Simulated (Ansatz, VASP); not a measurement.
## TiC: VASP beside Ansatz

The input POSCAR:

```
TiC
1.0
    0.0000000000      2.1853324151      2.1853324151
    2.1853324151      0.0000000000      2.1853324151
    2.1853324151      2.1853324151      0.0000000000
Ti C
1 1
Direct
    0.0000000000      0.0000000000      0.0000000000
    0.5000000000      0.5000000000      0.5000000000
```

INCAR.step1

```
SYSTEM = TiC
PREC = Accurate
ENCUT = 520
ISMEAR = 0
SIGMA = 0.1
LREAL = .FALSE.
LASPH = .TRUE.
NELM = 80
NBANDS = 15
GGA = PE
ALGO = Normal
EDIFF = 1E-4
LWAVE = .TRUE.
LCHARG = .FALSE.
```

The input INCAR.step2:

```
SYSTEM = TiC
PREC = Accurate
ENCUT = 520
EDIFF = 1E-7
ISMEAR = 0
SIGMA = 0.1
LREAL = .FALSE.
LASPH = .TRUE.
NELM = 80
ALGO = Normal
ISIF = 2
LWAVE = .FALSE.
LCHARG = .TRUE.
METAGGA = R2SCAN
LMIXTAU = .TRUE.
LELF = .TRUE.
LVHAR = .TRUE.
NBANDS = 15
ISTART = 1
```

The input KPOINTS:

```
regular mesh
0
G
  16 16 16
  0 0 0
```

Input for Ansatz:

```yaml
crystal:
  lattice:
    - [0.0, 2.1853324151, 2.1853324151]
    - [2.1853324151, 0.0, 2.1853324151]
    - [2.1853324151, 2.1853324151, 0.0]
  atoms:
    - { symbol: Ti, position: [0.0, 0.0, 0.0] }
    - { symbol: C, position: [0.5, 0.5, 0.5] }
basis:
  ecutwfc: 500
kpoints:
  mp_grid: { grid: [16, 16, 16] }
hamiltonian:
  xc: r2scan
scf:
  occupations: { method: gaussian, width: 0.1 }
output:
  forces: true
  stress: true
  eigenvalues: true
```

Alike in both runs: task single point; functional r2SCAN; k mesh 16 × 16 × 16; occupations gaussian, width 0.1 eV; no spin polarisation.

|  | VASP | Ansatz |
| --- | --- | --- |
| version | VASP 6.6.1 | Ansatz 0.2.0 |
| potentials or method | VASP PAW PBE potentials, release 64 (Ti_sv, C), cutoff 520 eV | scalar-relativistic, plane waves, PAW |
| valence electrons in the cell | 16 | 16 |

VASP gave:

| Item | Value |
| --- | --- |
| gap on the k mesh at the Fermi level (eV) | none |
| pressure (GPa) | -6.4 |

Task: Which values does Ansatz return?

Result: gap on the k mesh at the Fermi level (eV): none; pressure (GPa): -7.3.

VASP's potentials were made for PBE, not for r2SCAN. A gap of «none» marks a metal or a gap that the smearing closes. The functional is the same, so the differences come from potentials, cutoffs and numerics.
